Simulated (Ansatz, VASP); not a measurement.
One calculation of CaC2, two programs

INCAR

```
SYSTEM = CaC2
ALGO     = Normal         ! electronic algorithm
EDIFF    = 1E-6           ! SCF threshold, eV
ENCUT    = 600            ! plane-wave cutoff, eV
GGA_COMPAT= .FALSE.      
ISIF     = 2              ! what is computed and relaxed
ISMEAR   = 0              ! smearing method
LASPH    = .TRUE.         ! aspherical terms in the spheres
LCHARG   = .FALSE.        ! write CHGCAR
LREAL    = .FALSE.        ! projectors in reciprocal space
LWAVE    = .FALSE.        ! write WAVECAR
NBANDS   = 16             ! bands
NELM     = 120            ! most SCF steps
PREC     = Accurate       ! precision mode
SIGMA    = 0.05           ! smearing width, eV
```

Contents of KPOINTS:

```
k-points
0
G
  10 10 10
  0 0 0
```

Contents of POSCAR:

```
CaC2
1.0
   -1.8789219473      1.8789219473      2.8249295643
    1.8789219473     -1.8789219473      2.8249295643
    1.8789219473      1.8789219473     -2.8249295643
Ca C
1 2
Direct
    0.0000000000      0.0000000000      0.0000000000
    0.5996770466      0.5996770466      0.0000000000
    0.4003229534      0.4003229534      0.0000000000
```

Input for Ansatz:

```yaml
crystal:
  lattice:
    - [-1.8789219473, 1.8789219473, 2.8249295643]
    - [1.8789219473, -1.8789219473, 2.8249295643]
    - [1.8789219473, 1.8789219473, -2.8249295643]
  atoms:
    - { symbol: Ca, position: [0.0, 0.0, 0.0] }
    - { symbol: C, position: [0.5996770466, 0.5996770466, 0.0] }
    - { symbol: C, position: [0.4003229534, 0.4003229534, 0.0] }
basis:
  ecutwfc: 420
kpoints:
  mp_grid: { grid: [10, 10, 10] }
hamiltonian:
  xc: lda
scf:
  occupations: { method: gaussian, width: 0.05 }
output:
  forces: true
  stress: true
  eigenvalues: true
```

Change from the starting cell: strain -0.1000 x Voigt [0, 0, 1, 0, 0, 0], atoms carried along.

Alike in both runs: task single point; functional LDA; k mesh 10 × 10 × 10; occupations gaussian, width 0.05 eV; no spin polarisation.

|  | VASP | Ansatz |
| --- | --- | --- |
| version | VASP 6.6.1 | Ansatz 0.2.0 |
| potentials or method | VASP PAW LDA potentials, release 64 (Ca_sv, C), cutoff 600 eV | scalar-relativistic, plane waves, PAW |
| valence electrons in the cell | 18 | 18 |

|  | VASP | Ansatz | Ansatz less VASP |
| --- | --- | --- | --- |
| gap on the k mesh at the Fermi level (eV) | 0.99 | 1.01 | +0.016 |
| least direct gap on the mesh (eV) | 2.38 | 2.40 | +0.020 |
| pressure (GPa) | 34.3 | 33.5 | -0.78 |
| traceless stress, the component that is largest in VASP (GPa) | 66.55 | 65.40 | -1.158 |
| rms of the force components (eV/Å) | 6.134 | 6.009 | -0.1252 |

LDA's correlation is that of Perdew and Zunger in VASP and of Perdew and Wang (1992) in Ansatz. Atom by atom the forces differ by 0.125 eV/Å (rms over components). Both programs put the cell under a high pressure, so it lies far from rest at this level.
